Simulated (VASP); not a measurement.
A run of VASP 6.6.1:

INCAR

```
SYSTEM = TaN
ALGO = Normal
EDIFF = 1E-6
ENCUT = 520
GGA = PS
ISIF = 2
ISMEAR = 0
LASPH = .True.
LCHARG = .False.
LREAL = .False.
LWAVE = .False.
NBANDS = 33
NELM = 60
PREC = Accurate
SIGMA = 0.1
```

The input KPOINTS:

```
k-points
0
Gamma
  12 12 12
  0 0 0
```

POSCAR

```
TaN
1.0
    5.2048154738      0.0000000000      0.0000000000
   -2.6024077369      4.5075024223      0.0000000000
    0.0000000000      0.0000000000      2.8380773319
Ta N
3 3
Direct
    0.3333333321      0.6666666663      0.5000000000
    0.6666666663      0.3333333321      0.5000000000
    0.0000000015      0.0000000015      0.0000000000
    0.3929140879     -0.0000000006      0.0000000000
    0.6070859129      0.6070859129      0.0000000000
   -0.0000000006      0.3929140879      0.0000000000
```

Potentials or basis: VASP PAW PBE potentials, release 64 (Ta_pv, N).

The run is started by

```console
$ cat potpaw_PBE.64/Ta_pv/POTCAR potpaw_PBE.64/N/POTCAR > POTCAR
$ mpirun -np 1 vasp_std > vasp.out
```

Hardware: 1 thread of AMD EPYC 9R45 96-Core Processor (Zen 5), with other jobs on the host.

Problem. How long does it take, and how much memory?

Solution. It took 2.7 min on 1 thread of AMD EPYC 9R45 96-Core Processor (Zen 5) (shared host), peak memory 0.32 GiB. Counts: scf iterations 14, k points 133.
